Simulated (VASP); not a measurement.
The system is Al2O3.

```
CELL_PARAMETERS angstrom
2.37850 1.37323 4.32923
-2.37850 1.37323 4.32923
0.00000 -2.74646 4.32923
ATOMIC_POSITIONS crystal
Al 0.85218 0.85218 0.85218
Al 0.64782 0.64782 0.64782
Al 0.14782 0.14782 0.14782
Al 0.35218 0.35218 0.35218
O 0.05625 0.44375 0.75000
O 0.75000 0.05625 0.44375
O 0.44375 0.75000 0.05625
O 0.94375 0.55625 0.25000
O 0.25000 0.94375 0.55625
O 0.55625 0.25000 0.94375
```

```yaml
Program: VASP 6.6.1
Task: relaxation of cell and atoms
Functional: LDA
Potentials_or_basis: VASP PAW LDA potentials, release 64 (Al, O)
Cutoff: 600 eV
k_mesh: 6 × 6 × 6
Occupations: gaussian, width 0.02 eV
Spin: no spin polarisation
```

At the start: pressure -4.4 GPa; volume 8.48 Å³/atom.

Where does the relaxation end?

Over 6 steps the energy falls by 2.1 meV/atom and the volume is 8.34 Å³/atom (-1.8 %); space group R-3c (No. 167, to 0.1 Å) before and after.

Step by step:
| step | energy change (eV) | largest force (eV/Å) | pressure (GPa) | volume (Å³) |
| --- | --- | --- | --- | --- |
| 1 | 0.0000 | 0.0781 | -4.40 | 84.84 |
| 2 | -0.0024 | 0.0568 | 4.45 | 82.01 |
| 3 | -0.0212 | 0.0282 | 0.02 | 83.37 |
| 4 | -0.0212 | 0.0276 | 0.12 | 83.34 |
| 5 | -0.0213 | 0.0086 | 0.06 | 83.35 |
| 6 | -0.0213 | 0.0025 | 0.08 | 83.35 |

Final structure:
```
Al O
1.0
     2.36601    1.36602    4.29821
    -2.36601    1.36602    4.29821
     0.00000   -2.73203    4.29821
Al O
4 6
Direct
  0.85199 0.85199 0.85199
  0.64801 0.64801 0.64801
  0.14801 0.14801 0.14801
  0.35199 0.35199 0.35199
  0.05574 0.44426 0.75000
  0.75000 0.05574 0.44426
  0.44426 0.75000 0.05574
  0.94426 0.55574 0.25000
  0.25000 0.94426 0.55574
  0.55574 0.25000 0.94426
```
